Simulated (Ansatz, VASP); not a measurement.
# C: VASP beside Ansatz

The input INCAR:

```
ALGO     = Normal         # electronic algorithm
EDIFF    = 1E-6           # SCF threshold, eV
ENCUT    = 600            # plane-wave cutoff, eV
GGA      = PE             # functional
GGA_COMPAT= False        
ISIF     = 2              # what is computed and relaxed
ISMEAR   = 0              # smearing method
LASPH    = True           # aspherical terms in the spheres
LCHARG   = False          # write CHGCAR
LREAL    = False          # projectors in reciprocal space
LWAVE    = False          # write WAVECAR
NBANDS   = 11             # bands
NELM     = 120            # most SCF steps
PREC     = Accurate       # precision mode
SIGMA    = 0.02           # smearing width, eV
```

Contents of KPOINTS:

```
k-points
0
Gamma
  20 20 20
```

POSCAR

```
C
1.0
    0.0000000000      1.7833700000      1.7833700000
    1.7833700000      0.0000000000      1.7833700000
    1.7833700000      1.7833700000      0.0000000000
C
2
Direct
    0.7500000000      0.7500000000      0.7500000000
    0.5000000000      0.5000000000      0.5000000000
```

Input for Ansatz:

```yaml
crystal:
  lattice:
    - [0.0, 1.78337, 1.78337]
    - [1.78337, 0.0, 1.78337]
    - [1.78337, 1.78337, 0.0]
  atoms:
    - { symbol: C, position: [0.75, 0.75, 0.75] }
    - { symbol: C, position: [0.5, 0.5, 0.5] }
hamiltonian:
  xc: pbe
kpoints:
  mp_grid: { grid: [20, 20, 20] }
scf:
  occupations: { method: gaussian, width: 0.02 }
  convergence: { dr2_threshold: 1.0e-09 }
basis:
  ecutwfc: 600
output:
  eigenvalues: true
  forces: true
  stress: true
```

Alike in both runs: task single point; functional PBE; k mesh 20 × 20 × 20; occupations gaussian, width 0.02 eV; no spin polarisation.

|  | VASP | Ansatz |
| --- | --- | --- |
| version | VASP 6.6.1 | Ansatz 0.2.0 |
| potentials or method | VASP PAW PBE potentials, release 64 (C), cutoff 600 eV | scalar-relativistic, plane waves, PAW |
| valence electrons in the cell | 8 | 8 |

|  | VASP | Ansatz | Ansatz less VASP |
| --- | --- | --- | --- |
| gap on the k mesh at the Fermi level (eV) | 4.13 | 4.14 | +0.010 |
| pressure (GPa) | 1.8 | 1.8 | 0.00 |

With one functional, cell and mesh, what is left measures potentials, basis and numerics. Ansatz's warnings: stress scf threshold loose.
